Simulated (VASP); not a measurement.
# AlNi (Cmmm) in VASP: a series of runs, part 2 of 2

VASP 6.6.1. Earlier steps stand in the parts before.

## Step 4: Single point, r2SCAN

File POSCAR:

```
AlNi
1.0
    1.9386940000     -1.9531901500      0.0000000000
    1.9386940000      1.9531901500      0.0000000000
    0.0000000000      0.0000000000      3.0994300413
Al Ni
1 1
Direct
    0.0000000000      0.0000000000      0.0000000000
    0.5000000000      0.5000000000      0.5000000000
```

File INCAR.step1:

```
ALGO     = Normal         # electronic algorithm
EDIFF    = 1E-4           # SCF threshold, eV
ENCUT    = 520            # plane-wave cutoff, eV
GGA      = PE             # functional
ISMEAR   = 1              # smearing method
LASPH    = T              # aspherical terms in the spheres
LCHARG   = F              # write CHGCAR
LREAL    = F              # projectors in reciprocal space
LWAVE    = T              # write WAVECAR
NBANDS   = 14             # bands
NELM     = 60             # most SCF steps
PREC     = Accurate       # precision mode
SIGMA    = 0.3            # smearing width, eV
```

File INCAR.step2:

```
ALGO     = Normal         # electronic algorithm
EDIFF    = 1E-6           # SCF threshold, eV
ENCUT    = 520            # plane-wave cutoff, eV
ISIF     = 2              # what is computed and relaxed
ISMEAR   = 1              # smearing method
ISTART   = 1            
LASPH    = T              # aspherical terms in the spheres
LCHARG   = T              # write CHGCAR
LELF     = T              # ELF
LMIXTAU  = T            
LREAL    = F              # projectors in reciprocal space
LVHAR    = T            
LWAVE    = F              # write WAVECAR
METAGGA  = R2SCAN         # meta-GGA
NBANDS   = 14             # bands
NELM     = 60             # most SCF steps
PREC     = Accurate       # precision mode
SIGMA    = 0.3            # smearing width, eV
```

File KPOINTS:

```
k-points
0
Gamma
  16 16 14
```

Potentials or basis: VASP PAW PBE potentials, release 64 (Al, Ni).

The run is started by

```sh
$ cat potpaw_PBE.64/Al/POTCAR potpaw_PBE.64/Ni/POTCAR > POTCAR
$ cp INCAR.step1 INCAR
$ mpirun -np 1 vasp_std > vasp.out
$ cp INCAR.step2 INCAR
$ mpirun -np 1 vasp_std > vasp.out
```

OUTCAR:

```text
EDIFF = 1E-6
   ENCUT = 520
   ISIF = 2
   ISMEAR = 1
   ISTART = 1
   LASPH = T
   LREAL = F
   METAGGA = R2SCAN
   NELM = 60
   PREC = Accurate

 ion  position               nearest neighbor table
   1  0.000  0.000  0.000-   2 2.48   2 2.48   2 2.48   2 2.48   2 2.49   2 2.49   2 2.49   2 2.49

   2  0.500  0.500  0.500-   1 2.48   1 2.48   1 2.48   1 2.48   1 2.49   1 2.49   1 2.49   1 2.49

  LATTYP: Found a base centered orthorhombic cell.
 ALAT       =     3.8773880000
 B/A-ratio  =     1.0074772759
 C/A-ratio  =     0.7993603017

  Lattice vectors:

 A1 = (   1.9386940000,  -1.9531901500,   0.0000000000)
 A2 = (   1.9386940000,   1.9531901500,   0.0000000000)
 A3 = (   0.0000000000,   0.0000000000,   3.0994300413)

Analysis of symmetry for initial positions (statically):
=====================================================================
 Subroutine PRICEL returns:
 Original cell was already a primitive cell.

 Routine SETGRP: Setting up the symmetry group for a
 base centered orthorhombic supercell.

 Subroutine GETGRP returns: Found  8 space group operations
 (whereof  8 operations were pure point group operations)
 out of a pool of  8 trial point group operations.

The static configuration has the point symmetry D_2h.

Analysis of symmetry for dynamics (positions and initial velocities):
=====================================================================
 Subroutine PRICEL returns:
 Original cell was already a primitive cell.

 Routine SETGRP: Setting up the symmetry group for a
 base centered orthorhombic supercell.

 Subroutine GETGRP returns: Found  8 space group operations
 (whereof  8 operations were pure point group operations)
 out of a pool of  8 trial point group operations.

The dynamic configuration has the point symmetry D_2h.

 Subroutine INISYM returns: Found  8 space group operations
 (whereof  8 operations are pure point group operations),
 and found     1 'primitive' translations

----------------------------------------------------------------------------------------

                                     Primitive cell

  volume of cell :      23.4728

  direct lattice vectors                    reciprocal lattice vectors
     1.938694000 -1.953190150  0.000000000     0.257905580 -0.255991461  0.000000000
     1.938694000  1.953190150  0.000000000     0.257905580  0.255991461  0.000000000
     0.000000000  0.000000000  3.099430041     0.000000000  0.000000000  0.322639965

  length of vectors
     2.751996764  2.751996764  3.099430041     0.363382603  0.363382603  0.322639965

  position of ions in fractional coordinates (direct lattice)
     0.000000000  0.000000000  0.000000000
     0.500000000  0.500000000  0.500000000

  ion indices of the primitive-cell ions
   primitive index   ion index
                 1           1
                 2           2

----------------------------------------------------------------------------------------

 KPOINTS: k-points

Automatic generation of k-mesh.
 Grid dimensions read from file:
 generate k-points for:   16   16   14

 Generating k-lattice:

  Cartesian coordinates                     Fractional coordinates (reciprocal lattice)
     0.016119099 -0.015999466  0.000000000     0.062500000  0.000000000  0.000000000
     0.016119099  0.015999466  0.000000000     0.000000000  0.062500000  0.000000000
     0.000000000  0.000000000  0.023045712     0.000000000  0.000000000  0.071428571

  Length of vectors
     0.022711413  0.022711413  0.023045712

  Shift w.r.t. Gamma in fractional coordinates (k-lattice)
     0.000000000  0.000000000  0.000000000

 Subroutine IBZKPT returns following result:
 ===========================================

 Found    584 irreducible k-points:

 Following reciprocal coordinates:
            Coordinates               Weight
  0.000000  0.000000  0.000000      1.000000
  0.062500  0.000000  0.000000      4.000000
  0.125000  0.000000  0.000000      4.000000
  0.187500  0.000000  0.000000      4.000000
  0.250000  0.000000  0.000000      4.000000
  0.312500 -0.000000  0.000000      4.000000
[... 16 lines left out ...]
 -0.125000  0.062500  0.000000      4.000000
 -0.062500  0.062500  0.000000      2.000000
 [... further k-points ...]
   k-points           NKPTS =    584   k-points in BZ     NKDIM =    584   number of bands    NBANDS=     14
   number of dos      NEDOS =    301   number of ions     NIONS =      2
   total plane-waves  NPLWV =   9600
   dimension x,y,z NGX =    20 NGY =   20 NGZ =   24
   dimension x,y,z NGXF=    40 NGYF=   40 NGZF=   48
   ions per type =               1   1
   NGX,Y,Z   is equivalent  to a cutoff of  12.08, 12.08, 12.87 a.u.
   NGXF,Y,Z  is equivalent  to a cutoff of  24.16, 24.16, 25.75 a.u.
 SYSTEM =  unknown system
   PREC   = accura    normal or accurate (medium, high low for compatibility)
   ISTART =      1    job   : 0-new  1-cont  2-samecut
   ICHARG =      0    charge: 1-file 2-atom 10-const
   ISPIN  =      1    spin polarized calculation?
   LNONCOLLINEAR =      F non collinear calculations
   LSORBIT =      F    spin-orbit coupling
   LASPH  =      T    aspherical Exc in radial PAW
   ENCUT  =  520.0 eV  38.22 Ry    6.18 a.u.   5.12  5.12  5.76*2*pi/ulx,y,z
   NELM   =     60;   NELMIN=  2; NELMDL=  0     # of ELM steps
   EDIFF  = 0.1E-05   stopping-criterion for ELM
   LREAL  =      F    real-space projection
   EDIFFG = 0.1E-04   stopping-criterion for IOM
   NSW    =      0    number of steps for IOM
   IBRION =     -1    ionic relax: 0-MD 1-quasi-New 2-CG
   NFREE  =      0    steps in history (QN), initial steepest desc. (CG)
   ISIF   =      2    stress and relaxation
   ISYM   =      2    0-nonsym 1-usesym 2-fastsym
   POTIM  = 0.5000    time-step for ionic-motion
   TEBEG  =    0.0;   TEEND  =   0.0 temperature during run
   PSTRESS=    0.0 pullay stress
   NELECT =      13.0000    total number of electrons
   NUPDOWN=      -1.0000    fix difference up-down
   EMIN   =  10.00;   EMAX   =-10.00  energy-range for DOS
   EFERMI =   0.00;   METHOD = LEGACY
   ISMEAR =     1;   SIGMA  =   0.30  broadening in eV -4-tet -1-fermi 0-gaus
   EFERMI_NEDOS =   21; number of points for ismear=-14 and -15
   IALGO  =     38    algorithm
   IMIX   =      4    mixing-type and parameters
     AMIX     =   0.40;   BMIX     =  1.00
     AMIX_MAG =   1.60;   BMIX_MAG =  1.00
  volume/ion in A,a.u.               =      11.74        79.20
  Fermi-wavevector in a.u.,A,eV,Ry     =   1.344417  2.540580 24.591955  1.807458
  Thomas-Fermi vector in A             =   2.472413
   LORBIT       =      0    0 simple, 1 ext, 2 COOP (PROOUT), +10 PAW based schemes
   METAGGA = R2SCAN    functional components
   LHFCALC =     F    Hartree Fock is set to
   AEXX    =    0.0000 exact exchange contribution
   IVDW    =     0    specifies the selected vdW correction
   LEPSILON=     F    determine dielectric tensor
   LRPA    =     F    only Hartree local field effects (RPA)
 non-spin polarized calculation
 Methfessel and Paxton  Order N= 1 SIGMA  =   0.30
  energy-cutoff  :      520.00
  volume of cell :       23.47
 maximum number of plane-waves:       646
   NGX = 11   NGY = 11   NGZ = 11

 number of electron      13.0000022 magnetization

 Free energy of the ion-electron system (eV)
  ---------------------------------------------------
  ext. energy  EPLUGINS =         0.00000000
  ---------------------------------------------------
  free energy    TOTEN  =       -20.02019945 eV

  energy without entropy =      -20.01949305  energy(sigma->0) =      -20.01996398

 E-fermi :  10.1377     XC(G=0): -13.1115

 val. band max:       10.1308688585   @ k =  -0.3750   0.0625   0.0000
 cond. band min:      10.1419789247   @ k =   0.2500   0.0000   0.2857
 fundamental gap:      0.0111100663
 Fermi energy:        10.1376861355

 k-point     1 :       0.0000    0.0000    0.0000
  band No.  band energies     occupation
      1      -1.7338      2.00000
      2       6.5658      2.00000
      3       6.7683      2.00000
      4       8.4213      2.00000
      5       8.4409      2.00000
      6       8.6848      2.00000
      7      13.2878     -0.00000
      8      17.5448      0.00000
      9      17.6740      0.00000
     10      17.7187      0.00000
     11      19.1147      0.00000
     12      26.0407      0.00000
     13      31.6190      0.00000
     14      31.6330      0.00000
[... 377 lines left out ...]
      1      -1.5694      2.00000
      2       6.6093      2.00000
      3       6.7852      2.00000
      4       8.3633      2.00000
      5       8.3904      2.00000
      6       8.6183      2.00000
      7      13.5413     -0.00000
      8      16.2380      0.00000
      9      16.7552      0.00000
     10      18.1714      0.00000
     11      20.8179      0.00000
     12      26.7173      0.00000
     13      30.2750      0.00000
     14      30.6890      0.00000

 [... further k-points ...]
[... 5 lines left out ...]
  --------------------------------------------------------------------------------------
  -------------------------------------------------------------------------------------
  Total        0.5298483      0.2897712     -0.6508393      0.0000000      0.0000000      0.0000000
  in kB       36.1656713     19.7788120    -44.4241093      0.0000000      0.0000000      0.0000000
  external PRESSURE =       3.8401247 kB  Pullay stress =       0.0000000 kB

 VOLUME and BASIS-vectors are now :
 -----------------------------------------------------------------------------
  energy-cutoff  :      520.00
  volume of cell :       23.47
      direct lattice vectors                 reciprocal lattice vectors
     1.938694000 -1.953190150  0.000000000     0.257905580 -0.255991461  0.000000000
     1.938694000  1.953190150  0.000000000     0.257905580  0.255991461  0.000000000
     0.000000000  0.000000000  3.099430041     0.000000000  0.000000000  0.322639965

 POSITION                                       TOTAL-FORCE (eV/Angst)
 -----------------------------------------------------------------------------------
      0.00000      0.00000      0.00000        -0.000000      0.000000      0.000000
      1.93869      0.00000      1.54972         0.000000     -0.000000      0.000000
 -----------------------------------------------------------------------------------
    total drift:                                0.000000      0.000000      0.000000

  FREE ENERGIE OF THE ION-ELECTRON SYSTEM (eV)
  ---------------------------------------------------
  free  energy   TOTEN  =       -20.0201994473 eV

  energy  without entropy=      -20.0194930471  energy(sigma->0) =      -20.01996398
```

Run time: 6.6 min. Hardware: 1 thread of AMD EPYC 9R45 (Zen 5), shared host; peak memory 0.25 GiB.

What came out:

```
Free energy : -20.0202 eV
Pressure    : 0.4 GPa
```

Levels at points of the mesh, in eV from the Fermi level:
```tsv
k point	band 4	band 5	band 6	band 7	band 8	band 9	band 10	band 11
(0.00, 0.00, 0.00)	-1.72	-1.70	-1.45	3.15	7.41	7.54	7.58	8.98
(0.50, 0.00, 0.00)	-2.85	-2.19	-1.58	-0.35	8.20	8.30	9.96	12.27
(0.50, 0.50, 0.00)	-2.54	-2.54	-2.48	-0.84	2.33	3.54	11.67	14.29
(0.00, 0.00, 0.50)	-2.17	-2.14	-1.41	-1.29	8.78	11.82	11.87	12.28
(0.50, 0.00, 0.50)	-3.09	-2.11	-1.97	-1.27	1.42	2.40	14.70	16.33
(0.50, 0.50, 0.50)	-1.24	-0.83	1.87	2.14	2.26	4.23	4.33	4.70
```

Caveat: the PAW data sets were made with another functional, which shifts forces and pressure a little.

## Step 5: Single point, r2SCAN

POSCAR is that of step 4.

File INCAR.step1:

```
SYSTEM = AlNi
ALGO = Normal ; EDIFF = 1E-4
ENCUT = 520 ; GGA = PE
ISMEAR = 1 ; LASPH = .TRUE.
LCHARG = .FALSE. ; LREAL = .FALSE.
LWAVE = .TRUE. ; NBANDS = 14
NELM = 100 ; PREC = Accurate
SIGMA = 0.5
```

File INCAR.step2:

```
SYSTEM = AlNi
ALGO = Normal ; EDIFF = 1E-6
ENCUT = 520 ; ISIF = 2
ISMEAR = 1 ; ISTART = 1
LASPH = .TRUE. ; LCHARG = .FALSE.
LMIXTAU = .TRUE. ; LREAL = .FALSE.
LWAVE = .FALSE. ; METAGGA = R2SCAN
NBANDS = 14 ; NELM = 100
PREC = Accurate ; SIGMA = 0.5
```

File KPOINTS:

```
k-points
0
G
  16 16 14
  0 0 0
```

The run is started by

```sh
$ cat potpaw_PBE.64/Al/POTCAR potpaw_PBE.64/Ni/POTCAR > POTCAR
$ cp INCAR.step1 INCAR
$ mpirun -np 1 vasp_std > vasp.out
$ cp INCAR.step2 INCAR
$ mpirun -np 1 vasp_std > vasp.out
```

Run time: 7.2 min. Hardware: 1 thread of AMD EPYC 9R45 (Zen 5), shared host; peak memory 0.26 GiB.

Results (log left out):

| Property | Result |
| --- | --- |
| Free energy | -20.0218 eV |
| Pressure | 0.4 GPa |

Stress tensor (GPa, compression positive):
```
 3.51  0.00  0.00
 0.00  1.84  0.00
 0.00  0.00 -4.10
```

Levels at points of the mesh, in eV from the Fermi level:
```
           k point  band 5  band 6  band 7  band 8  band 9  band 10
(0.00, 0.00, 0.00)   -1.72   -1.48    3.13    7.39    7.52     7.57
(0.50, 0.00, 0.00)   -2.22   -1.60   -0.37    8.18    8.28     9.95
(0.50, 0.50, 0.00)   -2.56   -2.50   -0.86    2.32    3.52    11.65
(0.00, 0.00, 0.50)   -2.16   -1.44   -1.31    8.77   11.81    11.85
(0.50, 0.00, 0.50)   -2.14   -1.99   -1.29    1.40    2.38    14.69
(0.50, 0.50, 0.50)   -0.85    1.85    2.12    2.25    4.22     4.31
```

Caveat: the PAW data sets were made with another functional, which shifts forces and pressure a little. Spin polarisation is off, so any magnetic state and its effect on volume and gap are missing.

## Step 6: Overview

| k mesh | smearing | gap on the mesh (eV) | pressure (GPa) |
| --- | --- | --- | --- |
| 16 × 16 × 14 | tetrahedron | none | 0.4 |
| 20 × 20 × 18 | gaussian 0.1 eV | none | 0.4 |
| 16 × 16 × 14 | methfessel-paxton 0.3 eV | none | 0.4 |
| 16 × 16 × 14 | methfessel-paxton 0.5 eV | none | 0.4 |

Alike in all rows: task single point; level r2SCAN; potentials or basis VASP PAW PBE potentials, release 64 (Al, Ni); no spin polarisation; cell as given; cutoff (eV) 520.

Every run on the cell as given and a fine mesh finds a metal.

Caveats: the PAW data sets were made with another functional, which shifts forces and pressure a little.

Total energies depend on the potentials used, so only differences within one code and one set of settings carry meaning.
